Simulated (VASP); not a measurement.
# TiB2 (P6/mmm) in VASP: further runs

The runs below take TiB2 through single point, relaxation of cell and atoms, with LDA.

All numbers are computed with VASP 6.6.1; they aren't measurements. Logs are shortened: lines on timing, memory, paths and dates and some standing lists are left out, and cuts for length are marked.

### Step 1. The cell of the first run

The structure is hexagonal, space group P6/mmm (No. 191). The conventional cell has a = 2.994 Å, b = 2.994 Å, c = 3.160 Å, α = 90.00°, β = 90.00°, γ = 120.00°. Within 3.2 Å of Ti (site symmetry 6/mmm) lie 12 B at 2.34 Å and 8 Ti at 2.99 to 3.16 Å. B (site symmetry -6m2) has 3 B at 1.73 Å and 6 Ti at 2.34 Å within 2.4 Å.

### Step 2. Single point, LDA

Input file INCAR:

```
  ALGO = Normal
  EDIFF = 1E-6
  ENCUT = 520
  GGA = CA
  ISIF = 2
  ISMEAR = 0
  LASPH = T
  LCHARG = F
  LREAL = F
  LWAVE = F
  NBANDS = 16
  NELM = 80
  PREC = Accurate
  SIGMA = 0.1
```

Input file KPOINTS:

```
k-points
0
Gamma
  15 15 12
```

Input file POSCAR:

```
TiB2
1.0
    2.9939207509      0.0000000029      0.0000000000
   -1.4969603779      2.5928114258      0.0000000000
    0.0000000000      0.0000000000      3.1595020637
Ti B
1 2
Direct
    0.0000000000      0.0000000000      0.0000000000
    0.3333333333      0.6666666667      0.5000000000
    0.6666666667      0.3333333333      0.5000000000
```

Potentials or basis: VASP PAW LDA potentials, release 64 (Ti_sv, B).

On the command line:

```
$ cat potpaw_LDA.64/Ti_sv/POTCAR potpaw_LDA.64/B/POTCAR > POTCAR
$ mpirun -np 1 vasp_std > vasp.out
```

OUTCAR:

```text
EDIFF = 1E-6
   ENCUT = 520
   GGA = CA
   ISIF = 2
   ISMEAR = 0
   LASPH = T
   LREAL = F
   NELM = 80
   PREC = Accurate

 ion  position               nearest neighbor table
   1  0.000  0.000  0.000-   2 2.34   3 2.34   2 2.34   3 2.34   3 2.34   3 2.34   2 2.34   2 2.34
                             3 2.34   3 2.34   2 2.34   2 2.34
   2  0.333  0.667  0.500-   3 1.73   3 1.73   3 1.73   1 2.34   1 2.34   1 2.34   1 2.34   1 2.34
                             1 2.34
   3  0.667  0.333  0.500-   2 1.73   2 1.73   2 1.73   1 2.34   1 2.34   1 2.34   1 2.34   1 2.34
                             1 2.34

  LATTYP: Found a hexagonal cell.
 ALAT       =     2.9939207509
 C/A-ratio  =     1.0553058436

  Lattice vectors:

 A1 = (   2.9939207509,   0.0000000029,   0.0000000000)
 A2 = (  -1.4969603779,   2.5928114258,   0.0000000000)
 A3 = (   0.0000000000,   0.0000000000,   3.1595020637)

Analysis of symmetry for initial positions (statically):
=====================================================================
 Subroutine PRICEL returns:
 Original cell was already a primitive cell.

 Routine SETGRP: Setting up the symmetry group for a
 hexagonal supercell.

 Subroutine GETGRP returns: Found 24 space group operations
 (whereof 24 operations were pure point group operations)
 out of a pool of 24 trial point group operations.

The static configuration has the point symmetry D_6h.

Analysis of symmetry for dynamics (positions and initial velocities):
=====================================================================
 Subroutine PRICEL returns:
 Original cell was already a primitive cell.

 Routine SETGRP: Setting up the symmetry group for a
 hexagonal supercell.

 Subroutine GETGRP returns: Found 24 space group operations
 (whereof 24 operations were pure point group operations)
 out of a pool of 24 trial point group operations.

The dynamic configuration has the point symmetry D_6h.

 Subroutine INISYM returns: Found 24 space group operations
 (whereof 24 operations are pure point group operations),
 and found     1 'primitive' translations

----------------------------------------------------------------------------------------

                                     Primitive cell

  volume of cell :      24.5262

  direct lattice vectors                    reciprocal lattice vectors
     2.993920751  0.000000003  0.000000000     0.334010177  0.192840866  0.000000000
    -1.496960378  2.592811426  0.000000000    -0.000000000  0.385681731  0.000000000
     0.000000000  0.000000000  3.159502064     0.000000000  0.000000000  0.316505569

  length of vectors
     2.993920751  2.993920751  3.159502064     0.385681731  0.385681731  0.316505569

  position of ions in fractional coordinates (direct lattice)
     0.000000000  0.000000000  0.000000000
     0.333333333  0.666666667  0.500000000
     0.666666667  0.333333333  0.500000000

  ion indices of the primitive-cell ions
   primitive index   ion index
                 1           1
                 2           2
                 3           3

----------------------------------------------------------------------------------------

 KPOINTS: k-points

Automatic generation of k-mesh.
 Grid dimensions read from file:
 generate k-points for:   15   15   12

 Generating k-lattice:

  Cartesian coordinates                     Fractional coordinates (reciprocal lattice)
     0.022267345  0.012856058  0.000000000     0.066666667  0.000000000  0.000000000
    -0.000000000  0.025712115  0.000000000     0.000000000  0.066666667  0.000000000
     0.000000000  0.000000000  0.026375464     0.000000000  0.000000000  0.083333333

  Length of vectors
     0.025712115  0.025712115  0.026375464

  Shift w.r.t. Gamma in fractional coordinates (k-lattice)
     0.000000000  0.000000000  0.000000000

 Subroutine IBZKPT returns following result:
 ===========================================

 Found    189 irreducible k-points:

 Following reciprocal coordinates:
            Coordinates               Weight
  0.000000  0.000000  0.000000      1.000000
  0.066667  0.000000  0.000000      6.000000
  0.133333  0.000000  0.000000      6.000000
  0.200000  0.000000  0.000000      6.000000
  0.266667  0.000000  0.000000      6.000000
  0.333333  0.000000  0.000000      6.000000
[... 16 lines left out ...]
  0.333333  0.200000  0.000000     12.000000
  0.400000  0.200000  0.000000      6.000000
 [... further k-points ...]
   k-points           NKPTS =    189   k-points in BZ     NKDIM =    189   number of bands    NBANDS=     16
   number of dos      NEDOS =    301   number of ions     NIONS =      3
   total plane-waves  NPLWV =  13824
   dimension x,y,z NGX =    24 NGY =   24 NGZ =   24
   dimension x,y,z NGXF=    48 NGYF=   48 NGZF=   48
   ions per type =               1   2
   NGX,Y,Z   is equivalent  to a cutoff of  13.33, 13.33, 12.63 a.u.
   NGXF,Y,Z  is equivalent  to a cutoff of  26.65, 26.65, 25.26 a.u.
 SYSTEM =  unknown system
   PREC   = accura    normal or accurate (medium, high low for compatibility)
   ISTART =      0    job   : 0-new  1-cont  2-samecut
   ICHARG =      2    charge: 1-file 2-atom 10-const
   ISPIN  =      1    spin polarized calculation?
   LNONCOLLINEAR =      F non collinear calculations
   LSORBIT =      F    spin-orbit coupling
   LASPH  =      T    aspherical Exc in radial PAW
   ENCUT  =  520.0 eV  38.22 Ry    6.18 a.u.   5.57  5.57  5.87*2*pi/ulx,y,z
   NELM   =     80;   NELMIN=  2; NELMDL= -5     # of ELM steps
   EDIFF  = 0.1E-05   stopping-criterion for ELM
   LREAL  =      F    real-space projection
   EDIFFG = 0.1E-04   stopping-criterion for IOM
   NSW    =      0    number of steps for IOM
   IBRION =     -1    ionic relax: 0-MD 1-quasi-New 2-CG
   NFREE  =      0    steps in history (QN), initial steepest desc. (CG)
   ISIF   =      2    stress and relaxation
   ISYM   =      2    0-nonsym 1-usesym 2-fastsym
   POTIM  = 0.5000    time-step for ionic-motion
   TEBEG  =    0.0;   TEEND  =   0.0 temperature during run
   PSTRESS=    0.0 pullay stress
   NELECT =      18.0000    total number of electrons
   NUPDOWN=      -1.0000    fix difference up-down
   EMIN   =  10.00;   EMAX   =-10.00  energy-range for DOS
   EFERMI =   0.00;   METHOD = LEGACY
   ISMEAR =     0;   SIGMA  =   0.10  broadening in eV -4-tet -1-fermi 0-gaus
   EFERMI_NEDOS =   21; number of points for ismear=-14 and -15
   IALGO  =     38    algorithm
   IMIX   =      4    mixing-type and parameters
     AMIX     =   0.40;   BMIX     =  1.00
     AMIX_MAG =   1.60;   BMIX_MAG =  1.00
  volume/ion in A,a.u.               =       8.18        55.17
  Fermi-wavevector in a.u.,A,eV,Ry     =   1.476689  2.790538 29.669006  2.180610
  Thomas-Fermi vector in A             =   2.591185
   LORBIT       =      0    0 simple, 1 ext, 2 COOP (PROOUT), +10 PAW based schemes
   GGA     = CA    functional components
   LHFCALC =     F    Hartree Fock is set to
   AEXX    =    0.0000 exact exchange contribution
   IVDW    =     0    specifies the selected vdW correction
   LEPSILON=     F    determine dielectric tensor
   LRPA    =     F    only Hartree local field effects (RPA)
 non-spin polarized calculation
 Gauss-broadening in eV      SIGMA  =   0.10
  energy-cutoff  :      520.00
  volume of cell :       24.53
 maximum number of plane-waves:       684
 NGX is ok and might be reduce to    24
   NGX = 11   NGY = 11   NGZ = 11

 number of electron      18.0000000 magnetization

 Free energy of the ion-electron system (eV)
  ---------------------------------------------------
  ext. energy  EPLUGINS =         0.00000000
  ---------------------------------------------------
  free energy    TOTEN  =       -26.92139535 eV

  energy without entropy =      -26.91935294  energy(sigma->0) =      -26.92037415

 E-fermi :  10.4551     XC(G=0): -13.1717

 val. band max:       10.4479684671   @ k =   0.2667   0.2000   0.0000
 cond. band min:      10.4625392368   @ k =   0.0667   0.0000   0.2500
 fundamental gap:      0.0145707697
 Fermi energy:        10.4551237389

 k-point     1 :       0.0000    0.0000    0.0000
  band No.  band energies     occupation
      1     -45.6918      2.00000
      2     -22.4391      2.00000
      3     -22.0956      2.00000
      4     -22.0956      2.00000
      5      -3.0931      2.00000
      6       7.6772      2.00000
[... 8 lines left out ...]
     15      16.3538      0.00000
     16      17.7667      0.00000

 k-point     2 :       0.0667    0.0000    0.0000
  band No.  band energies     occupation
      1     -45.6889      2.00000
      2     -22.4356      2.00000
      3     -22.1171      2.00000
      4     -22.1005      2.00000
      5      -3.0051      2.00000
      6       7.4375      2.00000
[... 8 lines left out ...]
     15      16.9301      0.00000
     16      18.0306      0.00000

 k-point     3 :       0.1333    0.0000    0.0000
  band No.  band energies     occupation
      1     -45.6807      2.00000
      2     -22.4255      2.00000
      3     -22.1774      2.00000
      4     -22.1141      2.00000
      5      -2.7451      2.00000
      6       6.7865      2.00000
[... 8 lines left out ...]
     15      18.1499      0.00000
     16      18.8186      0.00000

 k-point     4 :       0.2000    0.0000    0.0000
  band No.  band energies     occupation
      1     -45.6684      2.00000
      2     -22.4106      2.00000
      3     -22.2652      2.00000
      4     -22.1341      2.00000
      5      -2.3237      2.00000
      6       5.8779      2.00000
[... 8 lines left out ...]
     15      18.5227      0.00000
     16      19.6538      0.00000
[... 324 lines left out ...]
 k-point    22 :       0.2667    0.2000    0.0000
  band No.  band energies     occupation
      1     -45.6277      2.00000
      2     -22.4813      2.00000
      3     -22.3609      2.00000
      4     -22.2707      2.00000
      5      -0.1608      2.00000
      6       3.4614      2.00000
[... 8 lines left out ...]
     15      19.5551      0.00000
     16      20.7985      0.00000

 k-point    23 :       0.3333    0.2000    0.0000
  band No.  band energies     occupation
      1     -45.6209      2.00000
      2     -22.5086      2.00000
      3     -22.3526      2.00000
      4     -22.3010      2.00000
      5       0.6792      2.00000
      6       2.5500      2.00000
[... 8 lines left out ...]
     15      19.6218      0.00000
     16      20.8833      0.00000

 k-point    24 :       0.4000    0.2000    0.0000
  band No.  band energies     occupation
      1     -45.6185      2.00000
      2     -22.5179      2.00000
      3     -22.3497      2.00000
      4     -22.3121      2.00000
      5       1.5687      2.00000
      6       1.6242      2.00000
[... 8 lines left out ...]
     15      19.6649      0.00000
     16      20.9099      0.00000

 [... further k-points ...]
[... 5 lines left out ...]
  --------------------------------------------------------------------------------------
  -------------------------------------------------------------------------------------
  Total        0.0964834      0.0964834      0.0933333      0.0000000      0.0000000     -0.0000000
  in kB        6.3027940      6.3027940      6.0970180      0.0000000      0.0000000     -0.0000000
  external PRESSURE =       6.2342020 kB  Pullay stress =       0.0000000 kB

 VOLUME and BASIS-vectors are now :
 -----------------------------------------------------------------------------
  energy-cutoff  :      520.00
  volume of cell :       24.53
      direct lattice vectors                 reciprocal lattice vectors
     2.993920751  0.000000003  0.000000000     0.334010177  0.192840866  0.000000000
    -1.496960378  2.592811426  0.000000000    -0.000000000  0.385681731  0.000000000
     0.000000000  0.000000000  3.159502064     0.000000000  0.000000000  0.316505569

 POSITION                                       TOTAL-FORCE (eV/Angst)
 -----------------------------------------------------------------------------------
      0.00000      0.00000      0.00000         0.000000     -0.000000      0.000000
     -0.00000      1.72854      1.57975         0.000000     -0.000000     -0.000000
      1.49696      0.86427      1.57975        -0.000000      0.000000      0.000000
 -----------------------------------------------------------------------------------
    total drift:                               -0.000000      0.000000      0.000000

  FREE ENERGIE OF THE ION-ELECTRON SYSTEM (eV)
  ---------------------------------------------------
  free  energy   TOTEN  =       -26.9213953544 eV

  energy  without entropy=      -26.9193529408  energy(sigma->0) =      -26.92037415
```

Wall time 33 s (1 thread of AMD EPYC 9R45 (Zen 5), shared host); peak memory 0.15 GiB.

Results:

| Item | Value |
| --- | --- |
| Free energy | -26.9214 eV |
| Pressure | 0.6 GPa |
| Band gap on the k mesh | zero (bands 9 and 10 overlap by 0.74 eV) |

### Step 3. Single point, LDA

Input file INCAR:

```
ALGO = Normal ; EDIFF = 1E-6
ENCUT = 520 ; GGA = CA
ISIF = 2 ; ISMEAR = -1
LASPH = T ; LCHARG = F
LREAL = F ; LWAVE = F
NBANDS = 16 ; NELM = 80
PREC = Accurate ; SIGMA = 0.15
```

KPOINTS is that of step 2.

Input file POSCAR:

```
TiB2
1.0
    2.9944000301      0.0000000029      0.0000000000
   -1.4972000175      2.5932264937      0.0000000000
    0.0000000000      0.0000000000      3.1596581017
Ti B
1 2
Direct
    0.0000000000      0.0000000000      0.0000000000
    0.3333333333      0.6666666667      0.5000000000
    0.6666666667      0.3333333333      0.5000000000
```

Potentials or basis: VASP PAW LDA potentials, release 64 (Ti_sv, B).

On the command line:

```
$ cat potpaw_LDA.64/Ti_sv/POTCAR potpaw_LDA.64/B/POTCAR > POTCAR
$ mpirun -np 1 vasp_std > vasp.out
```

OUTCAR:

```text
EDIFF = 1E-6
   ENCUT = 520
   GGA = CA
   ISIF = 2
   ISMEAR = -1
   LASPH = T
   LREAL = F
   NELM = 80
   PREC = Accurate

 ion  position               nearest neighbor table
   1  0.000  0.000  0.000-   2 2.34   3 2.34   2 2.34   3 2.34   2 2.34   2 2.34   3 2.34   3 2.34
                             3 2.34   3 2.34   2 2.34   2 2.34
   2  0.333  0.667  0.500-   3 1.73   3 1.73   3 1.73   1 2.34   1 2.34   1 2.34   1 2.34   1 2.34
                             1 2.34
   3  0.667  0.333  0.500-   2 1.73   2 1.73   2 1.73   1 2.34   1 2.34   1 2.34   1 2.34   1 2.34
                             1 2.34
[... 648 lines left out ...]
     16      20.9018      0.00000

 [... further k-points ...]
[... 5 lines left out ...]
  --------------------------------------------------------------------------------------
  -------------------------------------------------------------------------------------
  Total        0.0989942      0.0989942      0.0945723      0.0000000      0.0000000      0.0000000
  in kB        6.4644234      6.4644234      6.1756735      0.0000000      0.0000000      0.0000000
  external PRESSURE =       6.3681734 kB  Pullay stress =       0.0000000 kB

 VOLUME and BASIS-vectors are now :
 -----------------------------------------------------------------------------
  energy-cutoff  :      520.00
  volume of cell :       24.54
      direct lattice vectors                 reciprocal lattice vectors
     2.994400030  0.000000003  0.000000000     0.333956716  0.192810000  0.000000000
    -1.497200017  2.593226494  0.000000000    -0.000000000  0.385620000  0.000000000
     0.000000000  0.000000000  3.159658102     0.000000000  0.000000000  0.316489939

 POSITION                                       TOTAL-FORCE (eV/Angst)
 -----------------------------------------------------------------------------------
      0.00000      0.00000      0.00000        -0.000000      0.000000     -0.000000
     -0.00000      1.72882      1.57983         0.000000     -0.000000      0.000000
      1.49720      0.86441      1.57983        -0.000000      0.000000     -0.000000
 -----------------------------------------------------------------------------------
    total drift:                               -0.000000      0.000000      0.000000

  FREE ENERGIE OF THE ION-ELECTRON SYSTEM (eV)
  ---------------------------------------------------
  free  energy   TOTEN  =       -26.9346323936 eV

  energy  without entropy=      -26.9054803715  energy(sigma->0) =      -26.92005638
```

stdout:

```text
POSCAR found type information on POSCAR TiB
 POSCAR found :  2 types and       3 ions
 scaLAPACK will be used
 LDA part: xc-table for (Slater(with rela. corr.)+CA(PZ))
 , standard interpolation
 POSCAR, INCAR and KPOINTS ok, starting setup
 FFT: planning ... GRIDC
 FFT: planning ... GRID_SOFT
 FFT: planning ... GRID
 WAVECAR not read
 entering main loop
```

Run time: 33 s. Hardware: 1 thread of AMD EPYC 9R45 (Zen 5), shared host; peak memory 0.16 GiB.

What came out:

```yaml
Free_energy: -26.9346 eV
Pressure: 0.6 GPa
Band_gap_on_the_k_mesh: zero (bands 9 and 10 overlap by 0.74 eV)
```

### Step 4. Relaxation of cell and atoms, LDA

Input file INCAR:

```
PREC = Accurate
ENCUT = 600
EDIFF = 1E-7
ISMEAR = 0
SIGMA = 0.1
LREAL = F
LASPH = T
NELM = 60
ALGO = Normal
ISIF = 3
LWAVE = F
LCHARG = F
GGA = CA
IBRION = 2
NSW = 100
EDIFFG = -0.002
```

Input file KPOINTS:

```
Automatic mesh
0
Gamma
  15 15 12
```

Input file POSCAR:

```
TiB2
1.0
    2.9949342193      0.0000000029      0.0000000000
   -1.4974671121      2.5936891152      0.0000000000
    0.0000000000      0.0000000000      3.1572745920
Ti B
1 2
Direct
    0.0000000000      0.0000000000      0.0000000000
    0.3333333333      0.6666666667      0.5000000000
    0.6666666667      0.3333333333      0.5000000000
```

On the command line:

```
$ cat potpaw_LDA.64/Ti_sv/POTCAR potpaw_LDA.64/B/POTCAR > POTCAR
$ mpirun -np 1 vasp_std > vasp.out
```

Run time: 86 s. Hardware: 1 thread of AMD EPYC 9R45 (Zen 5), shared host; peak memory 0.17 GiB.

It converged, with:

- Free energy: -26.9233 eV
- Relaxed volume: 8.19 Å³/atom
- Relaxed cell: a = 2.996 Å, b = 2.996 Å, c = 3.162 Å, α = 90.00°, β = 90.00°, γ = 120.00°
- Space group after relaxing (to 0.1 Å): P6/mmm (No. 191)
- Energy gained by relaxing: 0.0 meV/atom
- Ionic steps: 4
- Pressure after relaxing: 0.0 GPa
- Band gap on the k mesh: zero (bands 9 and 10 overlap by 0.73 eV)

Step by step:
```csv
step,energy change (eV),largest force (eV/Å),pressure (GPa),volume (Å³)
1,0.0000,0.0000,0.50,24.53
2,0.0000,0.0000,-0.50,24.62
3,-0.0001,0.0000,-0.06,24.58
4,-0.0001,0.0000,0.00,24.57
```

Final structure:
```
Ti B
1.0
     2.99558    0.00000    0.00000
    -1.49779    2.59424    0.00000
     0.00000    0.00000    3.16209
Ti B
1 2
Direct
  0.00000 0.00000 0.00000
  0.33333 0.66667 0.50000
  0.66667 0.33333 0.50000
```

Levels at points of the mesh, in eV from the Fermi level:
| k point | band 6 | band 7 | band 8 | band 9 | band 10 | band 11 | band 12 | band 13 |
| --- | --- | --- | --- | --- | --- | --- | --- | --- |
| (0.00, 0.00, 0.00) | -2.77 | -2.77 | -2.22 | -2.18 | 1.98 | 1.98 | 3.88 | 3.88 |
| (0.00, 0.00, 0.50) | -7.71 | -0.59 | -0.59 | -0.28 | -0.28 | 0.42 | 0.42 | 1.81 |

### Step 5. Summary

```csv
task,cell,cutoff (eV),smearing,gap on the mesh (eV),pressure (GPa)
single point,"a = 2.994, b = 2.994, c = 3.160 Å, angles 90.0, 90.0, 120.0°, 3 atoms",520,gaussian 0.1 eV,none,0.6
single point,"a = 2.994, b = 2.994, c = 3.160 Å, angles 90.0, 90.0, 120.0°, 3 atoms",520,fermi-dirac 0.15 eV,none,0.6
relaxation of cell and atoms,"relaxed from a = 2.995, b = 2.995, c = 3.157 Å, angles 90.0, 90.0, 120.0°, 3 atoms",600,gaussian 0.1 eV,none,0.0
```

Alike in all rows: level LDA; potentials or basis VASP PAW LDA potentials, release 64 (Ti_sv, B); no spin polarisation; k mesh 15 × 15 × 12.

Total energies depend on the potentials used, so only differences within one code and one set of settings carry meaning.

The gap in the log of VASP goes by the Fermi energy; the results here count the filled bands.